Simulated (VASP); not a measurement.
# Be2CdS2 (I4/mmm) in VASP: notebook

Runs on Be2CdS2. Level: PBE. Tasks: single point.

Program: VASP 6.6.1. These are calculated values, not measurements. Logs are shortened: lines on timing, memory, paths and dates and some standing lists are left out, and cuts for length are marked.

**1. The cell of the first run**

The structure is tetragonal, space group I4/mmm (No. 139). Conventional cell: a = 4.090 Å, b = 4.090 Å, c = 9.551 Å, α = 90.00°, β = 90.00°, γ = 90.00°. Be (site symmetry -4m2) has 4 S at 2.33 Å and 4 Be at 2.89 Å within 3.1 Å. Cd (site symmetry 4/mmm) has 8 Be at 3.14 Å and 10 S at 3.16 to 3.50 Å and 4 Cd at 4.09 Å within 4.1 Å. Within 3.1 Å of S (site symmetry 4mm) lie 4 Be at 2.33 Å and 1 S at 2.54 Å.

**2. Single point, PBE**

INCAR

```
PREC     = Accurate       # precision mode
ENCUT    = 520            # plane-wave cutoff, eV
EDIFF    = 1E-6           # SCF threshold, eV
ISMEAR   = 0              # smearing method
SIGMA    = 0.1            # smearing width, eV
LREAL    = F              # projectors in reciprocal space
LASPH    = T              # aspherical terms in the spheres
NELM     = 60             # most SCF steps
ALGO     = Normal         # electronic algorithm
ISIF     = 2              # what is computed and relaxed
LWAVE    = F              # write WAVECAR
LCHARG   = F              # write CHGCAR
GGA      = PE             # functional
NBANDS   = 22             # bands
```

KPOINTS

```
Automatic mesh
0
Gamma
  6 6 6
```

POSCAR

```
Be2CdS2
1.0
   -2.0447676700      2.0447676700      4.7755290400
    2.0447676700     -2.0447676700      4.7755290400
    2.0447676700      2.0447676700     -4.7755290400
Be Cd S
2 1 2
Direct
    0.2500000000      0.7500000000      0.5000000000
    0.7500000000      0.2500000000      0.5000000000
    0.0000000000      0.0000000000      0.0000000000
    0.6330257700      0.6330257700      0.0000000000
    0.3669742300      0.3669742300      0.0000000000
```

Potentials or basis: VASP PAW PBE potentials, release 64 (Be, Cd, S).

The run is started by

```
$ cat potpaw_PBE.64/Be/POTCAR potpaw_PBE.64/Cd/POTCAR potpaw_PBE.64/S/POTCAR > POTCAR
$ mpirun -np 1 vasp_std > vasp.out
```

OUTCAR:

```text
PREC = Accurate
   ENCUT = 520
   EDIFF = 1E-6
   ISMEAR = 0
   LREAL = F
   LASPH = T
   NELM = 60
   ISIF = 2
   GGA = PE

 ion  position               nearest neighbor table
   1  0.250  0.750  0.500-   4 2.33   5 2.33   5 2.33   4 2.33
   2  0.750  0.250  0.500-   4 2.33   5 2.33   5 2.33   4 2.33
   3  0.000  0.000  0.000-   4 3.16   4 3.16   4 3.16   5 3.16   4 3.16   5 3.16   5 3.16   5 3.16

   4  0.633  0.633  0.000-   1 2.33   2 2.33   1 2.33   2 2.33   5 2.54   3 3.16   3 3.16   3 3.16
                             3 3.16
   5  0.367  0.367  0.000-   1 2.33   2 2.33   1 2.33   2 2.33   4 2.54   3 3.16   3 3.16   3 3.16
                             3 3.16

  LATTYP: Found a body centered tetragonal cell.
 ALAT       =     4.0895353400
 C/A-ratio  =     2.3354873564

  Lattice vectors:

 A1 = (  -2.0447676700,   2.0447676700,   4.7755290400)
 A2 = (   2.0447676700,  -2.0447676700,   4.7755290400)
 A3 = (   2.0447676700,   2.0447676700,  -4.7755290400)

Analysis of symmetry for initial positions (statically):
=====================================================================
 Subroutine PRICEL returns:
 Original cell was already a primitive cell.

 Routine SETGRP: Setting up the symmetry group for a
 body centered tetragonal supercell.

 Subroutine GETGRP returns: Found 16 space group operations
 (whereof 16 operations were pure point group operations)
 out of a pool of 16 trial point group operations.

The static configuration has the point symmetry D_4h.

Analysis of symmetry for dynamics (positions and initial velocities):
=====================================================================
 Subroutine PRICEL returns:
 Original cell was already a primitive cell.

 Routine SETGRP: Setting up the symmetry group for a
 body centered tetragonal supercell.

 Subroutine GETGRP returns: Found 16 space group operations
 (whereof 16 operations were pure point group operations)
 out of a pool of 16 trial point group operations.

The dynamic configuration has the point symmetry D_4h.

 Subroutine INISYM returns: Found 16 space group operations
 (whereof 16 operations are pure point group operations),
 and found     1 'primitive' translations

----------------------------------------------------------------------------------------

                                     Primitive cell

  volume of cell :      79.8674

  direct lattice vectors                    reciprocal lattice vectors
    -2.044767670  2.044767670  4.775529040     0.000000000  0.244526558  0.104700442
     2.044767670 -2.044767670  4.775529040     0.244526558  0.000000000  0.104700442
     2.044767670  2.044767670 -4.775529040     0.244526558  0.244526558  0.000000000

  length of vectors
     5.582815353  5.582815353  5.582815353     0.265998910  0.265998910  0.345812775

  position of ions in fractional coordinates (direct lattice)
     0.250000000  0.750000000  0.500000000
     0.750000000  0.250000000  0.500000000
     0.000000000  0.000000000  0.000000000
     0.633025770  0.633025770  0.000000000
     0.366974230  0.366974230  0.000000000

  ion indices of the primitive-cell ions
   primitive index   ion index
                 1           1
                 2           2
                 3           3
                 4           4
                 5           5

----------------------------------------------------------------------------------------

 KPOINTS: Automatic mesh

Automatic generation of k-mesh.
 Grid dimensions read from file:
 generate k-points for:    6    6    6

 Generating k-lattice:

  Cartesian coordinates                     Fractional coordinates (reciprocal lattice)
     0.000000000  0.040754426  0.017450074     0.166666667  0.000000000  0.000000000
     0.040754426  0.000000000  0.017450074     0.000000000  0.166666667  0.000000000
     0.040754426  0.040754426  0.000000000     0.000000000  0.000000000  0.166666667

  Length of vectors
     0.044333152  0.044333152  0.057635462

  Shift w.r.t. Gamma in fractional coordinates (k-lattice)
     0.000000000  0.000000000  0.000000000

 Subroutine IBZKPT returns following result:
 ===========================================

 Found     30 irreducible k-points:

 Following reciprocal coordinates:
            Coordinates               Weight
  0.000000  0.000000  0.000000      1.000000
  0.166667  0.000000  0.000000      8.000000
  0.333333  0.000000 -0.000000      8.000000
  0.500000 -0.000000  0.000000      4.000000
  0.166667  0.166667  0.000000      8.000000
  0.333333  0.166667  0.000000     16.000000
[... 16 lines left out ...]
 -0.333333 -0.333333  0.166667      8.000000
 -0.166667 -0.333333  0.166667      8.000000
 [... further k-points ...]
   k-points           NKPTS =     30   k-points in BZ     NKDIM =     30   number of bands    NBANDS=     22
   number of dos      NEDOS =    301   number of ions     NIONS =      5
   total plane-waves  NPLWV =  74088
   dimension x,y,z NGX =    42 NGY =   42 NGZ =   42
   dimension x,y,z NGXF=    84 NGYF=   84 NGZF=   84
   ions per type =               2   1   2
   NGX,Y,Z   is equivalent  to a cutoff of  12.51, 12.51, 12.51 a.u.
   NGXF,Y,Z  is equivalent  to a cutoff of  25.01, 25.01, 25.01 a.u.
 SYSTEM =  unknown system
   PREC   = accura    normal or accurate (medium, high low for compatibility)
   ISTART =      0    job   : 0-new  1-cont  2-samecut
   ICHARG =      2    charge: 1-file 2-atom 10-const
   ISPIN  =      1    spin polarized calculation?
   LNONCOLLINEAR =      F non collinear calculations
   LSORBIT =      F    spin-orbit coupling
   LASPH  =      T    aspherical Exc in radial PAW
   ENCUT  =  520.0 eV  38.22 Ry    6.18 a.u.  10.38 10.38 10.38*2*pi/ulx,y,z
   NELM   =     60;   NELMIN=  2; NELMDL= -5     # of ELM steps
   EDIFF  = 0.1E-05   stopping-criterion for ELM
   LREAL  =      F    real-space projection
   EDIFFG = 0.1E-04   stopping-criterion for IOM
   NSW    =      0    number of steps for IOM
   IBRION =     -1    ionic relax: 0-MD 1-quasi-New 2-CG
   NFREE  =      0    steps in history (QN), initial steepest desc. (CG)
   ISIF   =      2    stress and relaxation
   ISYM   =      2    0-nonsym 1-usesym 2-fastsym
   POTIM  = 0.5000    time-step for ionic-motion
   TEBEG  =    0.0;   TEEND  =   0.0 temperature during run
   PSTRESS=    0.0 pullay stress
   NELECT =      28.0000    total number of electrons
   NUPDOWN=      -1.0000    fix difference up-down
   EMIN   =  10.00;   EMAX   =-10.00  energy-range for DOS
   EFERMI =   0.00;   METHOD = LEGACY
   ISMEAR =     0;   SIGMA  =   0.10  broadening in eV -4-tet -1-fermi 0-gaus
   EFERMI_NEDOS =   21; number of points for ismear=-14 and -15
   IALGO  =     38    algorithm
   IMIX   =      4    mixing-type and parameters
     AMIX     =   0.40;   BMIX     =  1.00
     AMIX_MAG =   1.60;   BMIX_MAG =  1.00
  volume/ion in A,a.u.               =      15.97       107.79
  Fermi-wavevector in a.u.,A,eV,Ry     =   1.154351  2.181406 18.130105  1.332525
  Thomas-Fermi vector in A             =   2.290988
   LORBIT       =      0    0 simple, 1 ext, 2 COOP (PROOUT), +10 PAW based schemes
   GGA     = PE    functional components
   LHFCALC =     F    Hartree Fock is set to
   AEXX    =    0.0000 exact exchange contribution
   IVDW    =     0    specifies the selected vdW correction
   LEPSILON=     F    determine dielectric tensor
   LRPA    =     F    only Hartree local field effects (RPA)
 non-spin polarized calculation
 Gauss-broadening in eV      SIGMA  =   0.10
  energy-cutoff  :      520.00
  volume of cell :       79.87
 maximum number of plane-waves:      2173
 NGX is ok and might be reduce to    42
   NGX = 21   NGY = 21   NGZ = 21

 number of electron      27.9999998 magnetization

 Free energy of the ion-electron system (eV)
  ---------------------------------------------------
  ext. energy  EPLUGINS =         0.00000000
  ---------------------------------------------------
  free energy    TOTEN  =       -16.41596201 eV

  energy without entropy =      -16.41250479  energy(sigma->0) =      -16.41423340

 E-fermi :   5.2542     XC(G=0): -10.2210

 val. band max:        5.2425571331   @ k =   0.5000  -0.0000   0.0000
 cond. band min:       5.5674777675   @ k =   0.5000   0.5000   0.5000
 fundamental gap:      0.3249206345
 Fermi energy:         5.2541647948

 k-point     1 :       0.0000    0.0000    0.0000
  band No.  band energies     occupation
      1      -9.9104      2.00000
      2      -7.3841      2.00000
      3      -3.2632      2.00000
      4      -3.0583      2.00000
      5      -3.0446      2.00000
      6      -3.0446      2.00000
[... 14 lines left out ...]
     21      10.9900      0.00000
     22      11.1308      0.00000

 k-point     2 :       0.1667    0.0000    0.0000
  band No.  band energies     occupation
      1      -9.7731      2.00000
      2      -7.5097      2.00000
      3      -3.1800      2.00000
      4      -3.0418      2.00000
      5      -3.0179      2.00000
      6      -2.9977      2.00000
[... 14 lines left out ...]
     21      10.9826      0.00000
     22      11.9471      0.00000

 k-point     3 :       0.3333    0.0000   -0.0000
  band No.  band energies     occupation
      1      -9.4323      2.00000
      2      -7.8111      2.00000
      3      -3.0718      2.00000
      4      -3.0245      2.00000
      5      -3.0081      2.00000
      6      -2.9566      2.00000
[... 14 lines left out ...]
     21      10.6608      0.00000
     22      12.4451      0.00000
[... 476 lines left out ...]
 k-point    23 :      -0.3333   -0.3333    0.1667
  band No.  band energies     occupation
      1      -9.2953      2.00000
      2      -8.1929      2.00000
      3      -3.0424      2.00000
      4      -3.0024      2.00000
      5      -2.9770      2.00000
      6      -2.9483      2.00000
[... 14 lines left out ...]
     21      11.0933      0.00000
     22      11.8063      0.00000

 k-point    24 :      -0.1667   -0.3333    0.1667
  band No.  band energies     occupation
      1      -9.5523      2.00000
      2      -7.9378      2.00000
      3      -3.0632      2.00000
      4      -3.0202      2.00000
      5      -2.9892      2.00000
      6      -2.9468      2.00000
[... 14 lines left out ...]
     21      10.3772      0.00000
     22      12.3926      0.00000

 [... further k-points ...]

------------------------ aborting loop because EDIFF is reached ----------------------------------------

  FORCE on cell =-STRESS in cart. coord.  units (eV):
  Direction    XX          YY          ZZ          XY          YZ          ZX
  --------------------------------------------------------------------------------------
  -------------------------------------------------------------------------------------
  Total       -3.9748376     -3.9748376      7.2870479      0.0000000     -0.0000000      0.0000000
  in kB      -79.7371204    -79.7371204    146.1816243      0.0000000     -0.0000000      0.0000000
  external PRESSURE =      -4.4308722 kB  Pullay stress =       0.0000000 kB

 VOLUME and BASIS-vectors are now :
 -----------------------------------------------------------------------------
  energy-cutoff  :      520.00
  volume of cell :       79.87
      direct lattice vectors                 reciprocal lattice vectors
    -2.044767670  2.044767670  4.775529040     0.000000000  0.244526558  0.104700442
     2.044767670 -2.044767670  4.775529040     0.244526558  0.000000000  0.104700442
     2.044767670  2.044767670 -4.775529040     0.244526558  0.244526558  0.000000000

 POSITION                                       TOTAL-FORCE (eV/Angst)
 -----------------------------------------------------------------------------------
      2.04477      0.00000      2.38776        -0.000000     -0.000000     -0.000000
      0.00000      2.04477      2.38776        -0.000000     -0.000000     -0.000000
      0.00000      0.00000      0.00000        -0.000000     -0.000000     -0.000000
      0.00000      0.00000      6.04607         0.000000      0.000000      3.426985
      0.00000      0.00000      3.50499         0.000000      0.000000     -3.426985
 -----------------------------------------------------------------------------------
    total drift:                               -0.000000     -0.000000      0.000000

  FREE ENERGIE OF THE ION-ELECTRON SYSTEM (eV)
  ---------------------------------------------------
  free  energy   TOTEN  =       -16.4159620105 eV

  energy  without entropy=      -16.4125047869  energy(sigma->0) =      -16.41423340
```

Run time: 66 s. Hardware: 1 thread of Intel Xeon Platinum 8259CL at 2.50GHz (Skylake/Cascade Lake), shared host; peak memory 0.28 GiB.

What came out:

```
Free energy   : -16.4160 eV
Pressure      : -0.4 GPa
Largest force : 3.427 eV/Å
```

Forces on the atoms (eV/Å):
```
Be   0.000  0.000  0.000
Be   0.000  0.000  0.000
Cd   0.000  0.000  0.000
S    0.000  0.000  3.427
S    0.000  0.000 -3.427
```

Caveat: the k points lie up to 0.36 Å⁻¹ apart; forces of over 1 eV/Å act on the atoms, so gaps and moduli don't describe the material at rest.

(Continued in part 2 of 2.)
